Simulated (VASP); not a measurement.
# C19O in VASP: a series of runs, part 2 of 2

VASP 6.6.1. The steps go on from the part before.

### 4 Single point, PBEsol

INCAR reads:

```
SYSTEM = C19O
ALGO = Normal
EDIFF = 1E-6
ENCUT = 520
GGA = PS
ISIF = 2
ISMEAR = -1
LASPH = .True.
LCHARG = .True.
LELF = .True.
LREAL = Auto
LVHAR = .True.
LWAVE = .False.
NBANDS = 57
NELM = 100
PREC = Accurate
SIGMA = 0.02
```

KPOINTS reads:

```
k-points
0
Gamma
  2 2 1
  0 0 0
```

POSCAR reads:

```
C19O
1.0
    7.3980000000      0.0000000000      0.0000000000
   -3.6990000000      6.4068560000      0.0000000000
    0.0000000000      0.0000000000     11.0000000000
C O
19 1
Direct
    0.0139919072      0.0105728925      0.0787667273
    0.2351620224      0.1211310196      0.0787708182
    0.0121338905      0.3441901925      0.0788387273
    0.2370071566      0.4565985251      0.0788459091
    0.0142413520      0.6793786219      0.0788201818
    0.2348587117      0.7896920112      0.0788340909
    0.3454827590      0.0108449449      0.0787700909
    0.5703531141      0.1233107159      0.0787409091
    0.3475895674      0.3459963826      0.0787166364
    0.5682325970      0.4563035286      0.0786134545
    0.3473191061      0.6772683825      0.0788335455
    0.5685048158      0.7878625647      0.0786884545
    0.6809631022      0.0127429117      0.0787457273
    0.9015881387      0.1230508380      0.0787744545
    0.6806798962      0.3439245396      0.0786899091
    0.9018242851      0.4545193462      0.0788107273
    0.6788199923      0.6775277921      0.0786058182
    0.9036745781      0.7899347199      0.0787098182
    0.6264075829      0.5639933222      0.3764385455
    0.4879141550      0.5747034115      0.4114401818
```

Potentials or basis: VASP PAW PBE potentials, release 64 (C, O).

Launch:

```
$ cat potpaw_PBE.64/C/POTCAR potpaw_PBE.64/O/POTCAR > POTCAR
$ mpirun -np 1 vasp_std > vasp.out
```

OUTCAR:

```text
SYSTEM = C19O
   EDIFF = 1E-6
   ENCUT = 520
   GGA = PS
   ISIF = 2
   ISMEAR = -1
   LASPH = .True.
   LREAL = Auto
   NELM = 100
   PREC = Accurate

 ion  position               nearest neighbor table
   1  0.014  0.011  0.079-  18 1.41   2 1.42  14 1.44
   2  0.235  0.121  0.079-   7 1.41   1 1.42   9 1.44
   3  0.012  0.344  0.079-  16 1.41  14 1.42   4 1.44
   4  0.237  0.457  0.079-  11 1.41   9 1.42   3 1.44
   5  0.014  0.679  0.079-   6 1.41  18 1.42  16 1.44
   6  0.235  0.790  0.079-   5 1.41   7 1.42  11 1.44
[... 10 lines left out ...]
  17  0.679  0.678  0.079-  12 1.41  10 1.42  18 1.44
  18  0.904  0.790  0.079-   1 1.41   5 1.42  17 1.44
  19  0.626  0.564  0.376-  20 1.13
  20  0.488  0.575  0.411-  19 1.13

  LATTYP: Found a hexagonal cell.
 ALAT       =     7.3980000000
 C/A-ratio  =     1.4868883482

  Lattice vectors:

 A1 = (   7.3980000000,   0.0000000000,   0.0000000000)
 A2 = (  -3.6990000000,   6.4068560000,   0.0000000000)
 A3 = (   0.0000000000,   0.0000000000,  11.0000000000)

[... 193 lines left out ...]
 fundamental gap:      0.2075329303
 Fermi energy:        -1.3089099665

 k-point     1 :       0.0000    0.0000    0.0000
  band No.  band energies     occupation
      1     -26.2360      2.00000
      2     -20.7916      2.00000
      3     -18.2918      2.00000
      4     -18.2844      2.00000
      5     -18.1731      2.00000
      6     -18.1687      2.00000
[... 213 lines left out ...]
     52       4.2483      0.00000
     53       4.6156      0.00000
 [bands above 53 left out]

------------------------ aborting loop because EDIFF is reached ----------------------------------------

  FORCE on cell =-STRESS in cart. coord.  units (eV):
  Direction    XX          YY          ZZ          XY          YZ          ZX
  --------------------------------------------------------------------------------------
  -------------------------------------------------------------------------------------
  Total       -0.9977717     -1.9337864      0.0317497     -0.0601861      0.0283441     -0.3603469
  in kB       -3.0661245     -5.9424716      0.0975658     -0.1849503      0.0871006     -1.1073358
  external PRESSURE =      -2.9703434 kB  Pullay stress =       0.0000000 kB

 VOLUME and BASIS-vectors are now :
 -----------------------------------------------------------------------------
  energy-cutoff  :      520.00
  volume of cell :      521.38
      direct lattice vectors                 reciprocal lattice vectors
     7.398000000  0.000000000  0.000000000     0.135171668  0.078041398  0.000000000
    -3.699000000  6.406856000  0.000000000     0.000000000  0.156082796  0.000000000
     0.000000000  0.000000000 11.000000000     0.000000000  0.000000000  0.090909091

 POSITION                                       TOTAL-FORCE (eV/Angst)
 -----------------------------------------------------------------------------------
      0.06440      0.06774      0.86643        -0.000385      0.007919      0.002050
      1.29167      0.77607      0.86648        -0.010349      0.003486      0.003305
     -1.18339      2.20518      0.86723        -0.002162      0.001204     -0.000792
      0.06442      2.92536      0.86731        -0.007144     -0.000675      0.001115
     -2.40766      4.35268      0.86702         0.005699     -0.012637      0.001651
     -1.18359      5.05944      0.86717         0.009511     -0.005693     -0.000019
[... 12 lines left out ...]
      2.54795      3.61342      4.14082         0.930577     -0.063703     -0.337866
      1.48376      3.68204      4.52584        -0.935101      0.056859      0.338958
 -----------------------------------------------------------------------------------
    total drift:                               -0.001264      0.002643     -0.026766

  FREE ENERGIE OF THE ION-ELECTRON SYSTEM (eV)
  ---------------------------------------------------
  free  energy   TOTEN  =      -188.2786046813 eV

  energy  without entropy=     -188.2773379518  energy(sigma->0) =     -188.27797132
```

Wall time 3.1 min (1 thread of AMD EPYC 9R45 (Zen 5), shared host); peak memory 0.54 GiB.

What came out:

```yaml
Free_energy: -188.2786 eV
Largest_force: 0.996 eV/Å
Band_gap_on_the_k_mesh: 0.21 eV
```

Forces in eV/Å, atoms in the order of the input:
```
C    0.000  0.008  0.002
C   -0.010  0.003  0.003
C   -0.002  0.001 -0.001
C   -0.007 -0.001  0.001
C    0.006 -0.013  0.002
C    0.010 -0.006  0.000
C    0.002 -0.006  0.000
C    0.004 -0.008 -0.003
C   -0.006  0.010 -0.002
C    0.001  0.009  0.001
C    0.000  0.007  0.000
C    0.002 -0.004  0.003
C   -0.004  0.000  0.003
C   -0.003  0.006 -0.002
C    0.004  0.000  0.001
C    0.004  0.003 -0.001
C    0.003 -0.003 -0.006
C    0.001 -0.001  0.000
C    0.931 -0.064 -0.338
O   -0.935  0.057  0.339
```

Levels at points of the mesh, in eV from the valence-band top:
| k point | band 39 | band 40 | band 41 | band 42 | band 43 | band 44 |
| --- | --- | --- | --- | --- | --- | --- |
| (0.00, 0.00, 0.00) | -2.90 | 0.00 | 0.00 | 0.21 | 0.21 | 2.44 |
| (0.50, 0.00, 0.00) | -2.54 | -2.53 | -2.26 | 1.75 | 2.39 | 2.41 |
| (0.00, 0.50, 0.00) | -2.53 | -2.53 | -2.26 | 1.75 | 2.37 | 2.44 |
| (0.50, 0.50, 0.00) | -2.54 | -2.53 | -2.26 | 1.75 | 2.39 | 2.42 |

Caveat: the k points lie up to 0.49 Å⁻¹ apart; the PAW data sets were made with another functional, which shifts forces and pressure a little.

### 5 Single point, PBEsol

INCAR reads:

```
SYSTEM = C19O
ALGO     = Normal         ! electronic algorithm
EDIFF    = 1E-6           ! SCF threshold, eV
ENCUT    = 520            ! plane-wave cutoff, eV
GGA      = PS             ! functional
ISIF     = 2              ! what is computed and relaxed
ISMEAR   = -1             ! smearing method
LASPH    = .True.         ! aspherical terms in the spheres
LCHARG   = .True.         ! write CHGCAR
LELF     = .True.         ! ELF
LREAL    = Auto         
LVHAR    = .True.       
LWAVE    = .False.        ! write WAVECAR
NBANDS   = 57             ! bands
NELM     = 60             ! most SCF steps
PREC     = Accurate       ! precision mode
SIGMA    = 0.02           ! smearing width, eV
```

KPOINTS is that of step 4.

POSCAR reads:

```
C19O
1.0
    7.3980000000      0.0000000000      0.0000000000
   -3.6990000000      6.4068560000      0.0000000000
    0.0000000000      0.0000000000     11.0000000000
C O
19 1
Direct
    0.0235735152      0.0196669006      0.0712433636
    0.2443559827      0.1300528684      0.0712384545
    0.0235210201      0.3509298477      0.0713293636
    0.2445604769      0.4614756442      0.0713002727
    0.0215245200      0.6843645307      0.0713241818
    0.2464466414      0.7968181273      0.0713262727
    0.3568040901      0.0175678991      0.0712625455
    0.5777372858      0.1280276941      0.0712470000
    0.3548664217      0.3511029435      0.0711768182
    0.5796746373      0.4634784987      0.0710806364
    0.3569672516      0.6862973040      0.0712944545
    0.5776110165      0.7966386321      0.0711585455
    0.6881566356      0.0176579589      0.0712283636
    0.9131015700      0.1301544783      0.0712587273
    0.6902155916      0.3529597044      0.0711945455
    0.9110240416      0.4633551932      0.0713304545
    0.6900511415      0.6842463761      0.0710714545
    0.9111310669      0.7947647021      0.0711830909
    0.5957857072      0.5766471105      0.3663794545
    0.7336320293      0.5752751428      0.4104629091
```

Launch:

```
$ cat potpaw_PBE.64/C/POTCAR potpaw_PBE.64/O/POTCAR > POTCAR
$ mpirun -np 1 vasp_std > vasp.out
```

It took 3.1 min on 1 thread of AMD EPYC 9R45 (Zen 5), shared host; peak memory 0.55 GiB.

Results (log left out):

```yaml
Free_energy: -188.2782 eV
Largest_force: 0.988 eV/Å
Band_gap_on_the_k_mesh: 0.20 eV
```

Forces in eV/Å, atoms in the order of the input:
```
C    0.013 -0.012 -0.001
C   -0.003 -0.011  0.001
C   -0.003  0.004 -0.001
C   -0.009 -0.001 -0.001
C    0.004  0.017  0.000
C   -0.005 -0.001 -0.001
C   -0.024 -0.013  0.004
C    0.021  0.011  0.000
C    0.000 -0.010  0.001
C    0.014  0.005 -0.001
C   -0.016 -0.003 -0.001
C    0.013  0.010  0.001
C    0.000  0.011 -0.002
C   -0.021  0.004  0.001
C    0.009 -0.003 -0.001
C   -0.008 -0.011  0.001
C    0.021  0.012 -0.003
C   -0.006 -0.007  0.002
C   -0.891  0.008 -0.421
O    0.893 -0.011  0.424
```

Levels at points of the mesh, in eV from the valence-band top:
```
           k point  band 37  band 38  band 39  band 40  band 41  band 42  band 43  band 44  band 45  band 46
(0.00, 0.00, 0.00)    -4.23    -2.90    -2.90    -0.01     0.00     0.20     0.21     2.43     2.45     3.46
(0.50, 0.00, 0.00)    -2.59    -2.58    -2.54    -2.53    -2.26     1.75     2.37     2.40     2.59     2.62
(0.00, 0.50, 0.00)    -2.59    -2.58    -2.54    -2.53    -2.26     1.74     2.36     2.42     2.60     2.62
(0.50, 0.50, 0.00)    -2.59    -2.58    -2.54    -2.53    -2.26     1.75     2.37     2.41     2.59     2.62
```

Caveat: the k points lie up to 0.49 Å⁻¹ apart; the PAW data sets were made with another functional, which shifts forces and pressure a little.
